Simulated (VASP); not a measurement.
Wanted: the native input for a VASP 6.6.1 run.

```
Task                   : single point
Functional             : LDA
Potentials or basis    : VASP PAW LDA potentials, release 64 (Ti_sv)
Cutoff                 : 520 eV
k mesh                 : 8 × 8 × 8
Occupations            : gaussian, width 0.1 eV
Spin                   : no spin polarisation
Dipole correction      : no
Further INCAR settings : ALGO = Normal; EDIFF = 1e-06; NBANDS = 12
```

The structure of Ti lies in POSCAR:

```
Ti
1.0
   -1.5854237337      1.5854237337      1.5854237337
    1.5854237337     -1.5854237337      1.5854237337
    1.5854237337      1.5854237337     -1.5854237337
Ti
1
Direct
    0.0000000000      0.0000000000      0.0000000000
```

These files were run (other wordings do the same):

INCAR

```
PREC = Accurate
ENCUT = 520
EDIFF = 1E-6
ISMEAR = 0
SIGMA = 0.1
LREAL = False
LASPH = True
NELM = 60
ALGO = Normal
ISIF = 2
LWAVE = False
LCHARG = False
NBANDS = 12
```

KPOINTS

```
Automatic mesh
0
Gamma
  8 8 8
```

Potentials or basis: VASP PAW LDA potentials, release 64 (Ti_sv).

Launch:

```sh
$ cat potpaw_LDA.64/Ti_sv/POTCAR > POTCAR
$ mpirun -np 1 vasp_std > vasp.out
```

It gave:

```json
{"Pressure": "-0.5 GPa", "Band gap on the k mesh": "zero (band 6 reaches 9.78 eV, above the bottom of band 7 at 8.13 eV)"}
```

It took 4.9 s on 1 thread of Intel(R) Xeon(R) Platinum 8488C (Sapphire Rapids), on a shared host, peak memory 0.12 GiB.
